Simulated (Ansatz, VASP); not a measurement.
**Si2Ni in VASP and in Ansatz**

Contents of INCAR:

```
ALGO = Normal ; EDIFF = 1E-7
ENCUT = 520 ; GGA = PE
ISIF = 2 ; ISMEAR = 0
ISPIN = 2 ; LASPH = True
LCHARG = False ; LMAXMIX = 4
LORBIT = 11 ; LREAL = False
LWAVE = False ; MAGMOM = 0 0 1
NBANDS = 20 ; NELM = 150
PREC = Accurate ; SIGMA = 0.15
```

KPOINTS

```
k-points
0
Gamma
  11 11 11
```

Contents of POSCAR:

```
Si2Ni
1.0
    3.8226190000      0.0000000000      0.0000000000
    1.9113095000      3.3104851630      0.0000000000
    1.9113095000      1.1034950543      3.1211553437
Si Ni
2 1
Direct
    0.2500000000      0.2500000000      0.2500000000
    0.7500000000      0.7500000000      0.7500000000
    0.0000000000      0.0000000000      0.0000000000
```

Input for Ansatz:

```yaml
crystal:
  lattice:
    a: 3.822619
    b: 3.822619
    c: 3.822619
    alpha: 60.0
    beta: 60.0
    gamma: 60.0
  atoms:
    - { symbol: Si, position: [0.25, 0.25, 0.25] }
    - { symbol: Si, position: [0.75, 0.75, 0.75] }
    - { symbol: Ni, position: [0.0, 0.0, 0.0] }
kpoints:
  mp_grid:
    grid: [11, 11, 11]
hamiltonian:
  pseudopotentials:
    kind: paw
magnetization:
  spin_polarized: true
  per_species:
    Ni: 1.0
scf:
  occupations:
    method: gaussian
    width: 0.15
```

Alike in both runs: task single point; functional PBE; k mesh 11 × 11 × 11; occupations gaussian, width 0.15 eV; collinear spin.

|  | VASP | Ansatz |
| --- | --- | --- |
| version | VASP 6.6.1 | Ansatz 0.2.0 |
| potentials or method | VASP PAW PBE potentials, release 64 (Si, Ni) | plane waves, PAW |
| plane-wave cutoff (eV) | 520 | 420 |
| valence electrons in the cell | 18 | 26 |

```csv
,VASP,Ansatz,Ansatz less VASP
net moment per atom (μB),0.00,0.00,0.000
```

With one functional, cell and mesh, what is left measures potentials, basis and numerics. VASP's potentials hold 18 valence electrons a cell and Ansatz's 26, so a difference there can come from the potentials and not from the codes. Ansatz's warnings: seeded moment not kept.
